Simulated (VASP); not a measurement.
# Be (P6_3/mmc) in VASP: a series of runs

The runs below take Be through single point, with r2SCAN.

Everything below comes from runs of VASP 6.6.1. Logs are shortened: lines on timing, memory, paths and dates and some standing lists are left out, and cuts for length are marked.

## (1) The cell of the first run

Symmetry: P6_3/mmc, No. 194, hexagonal system. Conventional cell: a = 2.264 Å, b = 2.264 Å, c = 3.563 Å, α = 90.00°, β = 90.00°, γ = 120.00°. Within 2.9 Å of Be (site symmetry -6m2) lie 12 Be at 2.21 to 2.26 Å.

## (2) Single point, r2SCAN

Input file POSCAR:

```
Be
1.0
    2.2640527271      0.0000000000      0.0000000000
   -1.1320263635      1.9607271771      0.0000000000
    0.0000000000      0.0000000000      3.5632097946
Be
2
Direct
    0.3333333333      0.6666666667      0.2500000000
    0.6666666667      0.3333333333      0.7500000000
```

Input file INCAR.step1:

```
SYSTEM = Be
PREC = Accurate
ENCUT = 520
ISMEAR = 0
SIGMA = 0.1
LREAL = .FALSE.
LASPH = .TRUE.
NELM = 100
NBANDS = 9
GGA = PE
ALGO = Normal
EDIFF = 1E-4
LWAVE = .TRUE.
LCHARG = .FALSE.
```

Input file INCAR.step2:

```
SYSTEM = Be
PREC = Accurate
ENCUT = 520
EDIFF = 1E-6
ISMEAR = 0
SIGMA = 0.1
LREAL = .FALSE.
LASPH = .TRUE.
NELM = 100
ALGO = Normal
ISIF = 2
LWAVE = .FALSE.
LCHARG = .FALSE.
METAGGA = R2SCAN
LMIXTAU = .TRUE.
NBANDS = 9
ISTART = 1
```

Input file KPOINTS:

```
regular mesh
0
G
  24 24 12
  0 0 0
```

Potentials or basis: VASP PAW PBE potentials, release 64 (Be).

Launch:

```
$ cat potpaw_PBE.64/Be/POTCAR > POTCAR
$ cp INCAR.step1 INCAR
$ mpirun -np 1 vasp_std > vasp.out
$ cp INCAR.step2 INCAR
$ mpirun -np 1 vasp_std > vasp.out
```

OUTCAR:

```text
SYSTEM = Be
   PREC = Accurate
   ENCUT = 520
   EDIFF = 1E-6
   ISMEAR = 0
   LREAL = .FALSE.
   LASPH = .TRUE.
   NELM = 100
   ISIF = 2
   METAGGA = R2SCAN
   ISTART = 1

 ion  position               nearest neighbor table
   1  0.333  0.667  0.250-   2 2.21   2 2.21   2 2.21   2 2.21   2 2.21   2 2.21
   2  0.667  0.333  0.750-   1 2.21   1 2.21   1 2.21   1 2.21   1 2.21   1 2.21

  LATTYP: Found a hexagonal cell.
 ALAT       =     2.2640527271
 C/A-ratio  =     1.5738192631

  Lattice vectors:

 A1 = (   2.2640527271,   0.0000000000,   0.0000000000)
 A2 = (  -1.1320263635,   1.9607271771,   0.0000000000)
 A3 = (   0.0000000000,   0.0000000000,   3.5632097946)

Analysis of symmetry for initial positions (statically):
=====================================================================
 Subroutine PRICEL returns:
 Original cell was already a primitive cell.

 Routine SETGRP: Setting up the symmetry group for a
 hexagonal supercell.

 Subroutine GETGRP returns: Found 24 space group operations
 (whereof 12 operations were pure point group operations)
 out of a pool of 24 trial point group operations.

The static configuration has the point symmetry D_3d.
 The point group associated with its full space group is D_6h.

Analysis of symmetry for dynamics (positions and initial velocities):
=====================================================================
 Subroutine PRICEL returns:
 Original cell was already a primitive cell.

 Routine SETGRP: Setting up the symmetry group for a
 hexagonal supercell.

 Subroutine GETGRP returns: Found 24 space group operations
 (whereof 12 operations were pure point group operations)
 out of a pool of 24 trial point group operations.

The dynamic configuration has the point symmetry D_3d.
 The point group associated with its full space group is D_6h.

 Subroutine INISYM returns: Found 24 space group operations
 (whereof 12 operations are pure point group operations),
 and found     1 'primitive' translations

----------------------------------------------------------------------------------------

                                     Primitive cell

  volume of cell :      15.8178

  direct lattice vectors                    reciprocal lattice vectors
     2.264052727  0.000000000  0.000000000     0.441685826  0.255007431  0.000000000
    -1.132026364  1.960727177  0.000000000     0.000000000  0.510014862  0.000000000
     0.000000000  0.000000000  3.563209795     0.000000000  0.000000000  0.280645838

  length of vectors
     2.264052727  2.264052727  3.563209795     0.510014862  0.510014862  0.280645838

  position of ions in fractional coordinates (direct lattice)
[... 82 lines left out ...]
   NSW    =      0    number of steps for IOM
   IBRION =     -1    ionic relax: 0-MD 1-quasi-New 2-CG
   NFREE  =      0    steps in history (QN), initial steepest desc. (CG)
   ISIF   =      2    stress and relaxation
   ISYM   =      2    0-nonsym 1-usesym 2-fastsym
   POTIM  = 0.5000    time-step for ionic-motion
   TEBEG  =    0.0;   TEEND  =   0.0 temperature during run
   PSTRESS=    0.0 pullay stress
   NELECT =       4.0000    total number of electrons
   NUPDOWN=      -1.0000    fix difference up-down
   EMIN   =  10.00;   EMAX   =-10.00  energy-range for DOS
   EFERMI =   0.00;   METHOD = LEGACY
   ISMEAR =     0;   SIGMA  =   0.10  broadening in eV -4-tet -1-fermi 0-gaus
   EFERMI_NEDOS =   21; number of points for ismear=-14 and -15
   IALGO  =     38    algorithm
   IMIX   =      4    mixing-type and parameters
     AMIX     =   0.40;   BMIX     =  1.00
     AMIX_MAG =   1.60;   BMIX_MAG =  1.00
  volume/ion in A,a.u.               =       7.91        53.37
  Fermi-wavevector in a.u.,A,eV,Ry     =   1.035253  1.956344 14.582025  1.071749
  Thomas-Fermi vector in A             =   2.169587
   LORBIT       =      0    0 simple, 1 ext, 2 COOP (PROOUT), +10 PAW based schemes
   METAGGA = R2SCAN    functional components
   LHFCALC =     F    Hartree Fock is set to
   AEXX    =    0.0000 exact exchange contribution
   IVDW    =     0    specifies the selected vdW correction
   LEPSILON=     F    determine dielectric tensor
   LRPA    =     F    only Hartree local field effects (RPA)
 non-spin polarized calculation
 Gauss-broadening in eV      SIGMA  =   0.10
  energy-cutoff  :      520.00
  volume of cell :       15.82
 maximum number of plane-waves:       446
 NGX is ok and might be reduce to    18
   NGX =  9   NGY =  9   NGZ = 13

 number of electron       4.0000000 magnetization

 Free energy of the ion-electron system (eV)
  ---------------------------------------------------
  ext. energy  EPLUGINS =         0.00000000
  ---------------------------------------------------
  free energy    TOTEN  =        -8.67958341 eV

  energy without entropy =       -8.67858357  energy(sigma->0) =       -8.67908349

 E-fermi :   7.0766     XC(G=0): -11.2595

 val. band max:        7.0331992225   @ k =   0.2917   0.2917   0.0833
 cond. band min:       7.0806095293   @ k =   0.2917   0.2917   0.0000
 fundamental gap:      0.0474103069
 Fermi energy:         7.0766105968

 k-point     1 :       0.0000    0.0000    0.0000
  band No.  band energies     occupation
      1      -5.1125      2.00000
      2       2.3799      2.00000
      3       8.1947      0.00000
      4      24.4451      0.00000
      5      24.4451      0.00000
      6      27.4805      0.00000
      7      27.4805      0.00000
      8      29.8141      0.00000
      9      35.5826      0.00000
[... 265 lines left out ...]
 k-point    24 :       0.4583    0.0417    0.0000
  band No.  band energies     occupation
      1       1.6046      2.00000
      2       3.9796      2.00000
      3      10.9015      0.00000
      4      14.1823      0.00000
      5      14.2772      0.00000
      6      16.1199      0.00000
      7      18.8650      0.00000
      8      25.4230      0.00000
      9      28.2953      0.00000

 [... further k-points ...]
[... 5 lines left out ...]
  --------------------------------------------------------------------------------------
  -------------------------------------------------------------------------------------
  Total        0.0161971      0.0161971      0.0256830      0.0000000      0.0000000      0.0000000
  in kB        1.6405952      1.6405952      2.6014270      0.0000000      0.0000000      0.0000000
  external PRESSURE =       1.9608725 kB  Pullay stress =       0.0000000 kB

 VOLUME and BASIS-vectors are now :
 -----------------------------------------------------------------------------
  energy-cutoff  :      520.00
  volume of cell :       15.82
      direct lattice vectors                 reciprocal lattice vectors
     2.264052727  0.000000000  0.000000000     0.441685826  0.255007431  0.000000000
    -1.132026364  1.960727177  0.000000000     0.000000000  0.510014862  0.000000000
     0.000000000  0.000000000  3.563209795     0.000000000  0.000000000  0.280645838

 POSITION                                       TOTAL-FORCE (eV/Angst)
 -----------------------------------------------------------------------------------
     -0.00000      1.30715      0.89080         0.000000      0.000000      0.000000
      1.13203      0.65358      2.67241        -0.000000      0.000000      0.000000
 -----------------------------------------------------------------------------------
    total drift:                                0.000000     -0.000000      0.000000

  FREE ENERGIE OF THE ION-ELECTRON SYSTEM (eV)
  ---------------------------------------------------
  free  energy   TOTEN  =        -8.6795834056 eV

  energy  without entropy=       -8.6785835678  energy(sigma->0) =       -8.67908349
```

Run time: 69 s. Hardware: 1 thread of Intel Xeon 6975P-C (Granite Rapids), shared host; peak memory 0.16 GiB.

What came out:

| Property | Result |
| --- | --- |
| Free energy | -8.6796 eV |
| Pressure | 0.2 GPa |
| Band gap on the k mesh | zero (band 2 reaches 8.19 eV, above the bottom of band 3 at 5.98 eV) |

Stress tensor (GPa, compression positive):
```
0.16 0.00 0.00
0.00 0.16 0.00
0.00 0.00 0.26
```

Levels at points of the mesh, in eV from the Fermi level:
```csv
k point,band 1,band 2,band 3,band 4,band 5,band 6
"(0.00, 0.00, 0.00)",-12.19,-4.70,1.12,17.37,17.37,20.40
"(0.50, 0.00, 0.00)",-5.35,-3.32,3.98,6.83,7.26,10.24
"(0.00, 0.00, 0.50)",-9.85,-9.85,11.47,11.47,19.17,19.17
"(0.50, 0.00, 0.50)",-3.82,-3.82,1.60,1.60,13.03,13.03
```

Caveat: the PAW data sets were made with another functional, which shifts forces and pressure a little.

## (3) Single point, r2SCAN

POSCAR is that of step 2.

Input file INCAR.step1:

```
  PREC = Accurate
  ENCUT = 520
  ISMEAR = 0
  SIGMA = 0.1
  LREAL = False
  LASPH = True
  NELM = 60
  NBANDS = 9
  GGA = PE
  ALGO = Normal
  EDIFF = 1E-4
  LWAVE = True
  LCHARG = False
```

Input file INCAR.step2:

```
  PREC = Accurate
  ENCUT = 520
  EDIFF = 1E-7
  ISMEAR = 0
  SIGMA = 0.1
  LREAL = False
  LASPH = True
  NELM = 60
  ALGO = Normal
  ISIF = 2
  LWAVE = False
  LCHARG = False
  METAGGA = R2SCAN
  LMIXTAU = True
  NBANDS = 9
  ISTART = 1
```

Input file KPOINTS:

```
regular mesh
0
Gamma
  24 24 12
```

Potentials or basis: VASP PAW PBE potentials, release 64 (Be).

Launch:

```
$ cat potpaw_PBE.64/Be/POTCAR > POTCAR
$ cp INCAR.step1 INCAR
$ mpirun -np 1 vasp_std > vasp.out
$ cp INCAR.step2 INCAR
$ mpirun -np 1 vasp_std > vasp.out
```

Wall time 86 s (1 thread of Intel Xeon 6975P-C (Granite Rapids), shared host); peak memory 0.16 GiB.

Results (log left out):

```
Free energy            : -8.6796 eV
Pressure               : 0.2 GPa
Band gap on the k mesh : zero (band 2 reaches 8.19 eV, above the bottom of band 3 at 5.98 eV)
```

Stress tensor (GPa, compression positive):
```
0.16 0.00 0.00
0.00 0.16 0.00
0.00 0.00 0.26
```

Levels at points of the mesh, in eV from the Fermi level:
| k point | band 1 | band 2 | band 3 | band 4 | band 5 |
| --- | --- | --- | --- | --- | --- |
| (0.00, 0.00, 0.00) | -12.19 | -4.70 | 1.12 | 17.37 | 17.37 |
| (0.50, 0.00, 0.00) | -5.35 | -3.32 | 3.98 | 6.83 | 7.26 |
| (0.00, 0.00, 0.50) | -9.85 | -9.85 | 11.47 | 11.47 | 19.17 |
| (0.50, 0.00, 0.50) | -3.82 | -3.82 | 1.60 | 1.60 | 13.03 |

Caveat: the PAW data sets were made with another functional, which shifts forces and pressure a little.

## (4) Single point, r2SCAN (volume scaled by 1.03, then relaxed in part)

Input file POSCAR:

```
Be
1.0
    2.2875426054      0.0000000000      0.0000000000
   -1.1437713027      1.9810700085      0.0000000000
    0.0000000000      0.0000000000      3.5951193186
Be
2
Direct
    0.3333333333      0.6666666667      0.2500000000
    0.6666666667      0.3333333333      0.7500000000
```

Input file INCAR.step1:

```
  PREC = Accurate
  ENCUT = 520
  ISMEAR = 0
  SIGMA = 0.1
  LREAL = F
  LASPH = T
  NELM = 80
  NBANDS = 9
  GGA = PE
  ALGO = Normal
  EDIFF = 1E-4
  LWAVE = T
  LCHARG = F
```

Input file INCAR.step2:

```
  PREC = Accurate
  ENCUT = 520
  EDIFF = 1E-6
  ISMEAR = 0
  SIGMA = 0.1
  LREAL = F
  LASPH = T
  NELM = 80
  ALGO = Normal
  ISIF = 2
  LWAVE = F
  LCHARG = F
  METAGGA = R2SCAN
  LMIXTAU = T
  NBANDS = 9
  ISTART = 1
```

KPOINTS is that of step 3.

Launch:

```
$ cat potpaw_PBE.64/Be/POTCAR > POTCAR
$ cp INCAR.step1 INCAR
$ mpirun -np 1 vasp_std > vasp.out
$ cp INCAR.step2 INCAR
$ mpirun -np 1 vasp_std > vasp.out
```

It took 71 s on 1 thread of Intel Xeon 6975P-C (Granite Rapids), shared host; peak memory 0.16 GiB.

It converged, with:

```
Free energy            : -8.6748 eV
Pressure               : -3.3 GPa
Band gap on the k mesh : zero (band 2 reaches 7.94 eV, above the bottom of band 3 at 5.76 eV)
```

Stress tensor (GPa, compression positive):
```
-3.35  0.00  0.00
 0.00 -3.35  0.00
 0.00  0.00 -3.27
```

Levels at points of the mesh, in eV from the Fermi level:
| k point | band 1 | band 2 | band 3 | band 4 | band 5 | band 6 |
| --- | --- | --- | --- | --- | --- | --- |
| (0.00, 0.00, 0.00) | -12.02 | -4.57 | 1.04 | 16.96 | 16.96 | 19.94 |
| (0.50, 0.00, 0.00) | -5.24 | -3.30 | 3.91 | 6.73 | 7.08 | 10.01 |
| (0.00, 0.00, 0.50) | -9.70 | -9.70 | 11.27 | 11.27 | 18.73 | 18.73 |
| (0.50, 0.00, 0.50) | -3.73 | -3.73 | 1.50 | 1.50 | 12.75 | 12.75 |

Caveat: the PAW data sets were made with another functional, which shifts forces and pressure a little.
